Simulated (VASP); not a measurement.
**ZnS: single point with LDA**

The system is ZnS.

```xyz
2
Lattice="0.0000 2.7046 2.7046 2.7046 0.0000 2.7046 2.7046 2.7046 0.0000" Properties=species:S:1:pos:R:3 pbc="T T T"
Zn    0.0000    0.0000    0.0000
S     4.0570    4.0570    4.0570
```

```yaml
Program: VASP 6.6.1
Task: single point
Functional: LDA
Potentials_or_basis: VASP PAW LDA potentials, release 64 (Zn, S)
Cutoff: 520 eV
k_mesh: 10 × 10 × 10
Occupations: gaussian, width 0.02 eV
Spin: no spin polarisation
Dipole_correction: no
Further_INCAR_settings: ALGO = Normal; EDIFF = 1e-06; NBANDS = 16
```

```yaml
Pressure: -4.5 GPa
Band_gap_on_the_k_mesh: 1.88 eV, direct
```

Levels at points of the mesh, in eV from the valence-band top:
```csv
k point,band 7,band 8,band 9,band 10,band 11,band 12
"(0.00, 0.00, 0.00)",0.00,0.00,0.00,1.88,6.26,6.26
"(0.50, 0.00, 0.00)",-5.36,-0.87,-0.87,3.11,6.79,6.79
"(0.50, 0.50, 0.00)",-4.65,-2.24,-2.24,3.20,3.90,10.70
```

Wall time 15 s on 1 thread of AMD EPYC 7R13 Processor (Zen 3), with other jobs on the host, peak memory 0.12 GiB.

LDA gaps usually lie below the measured ones, often by a third to a half.
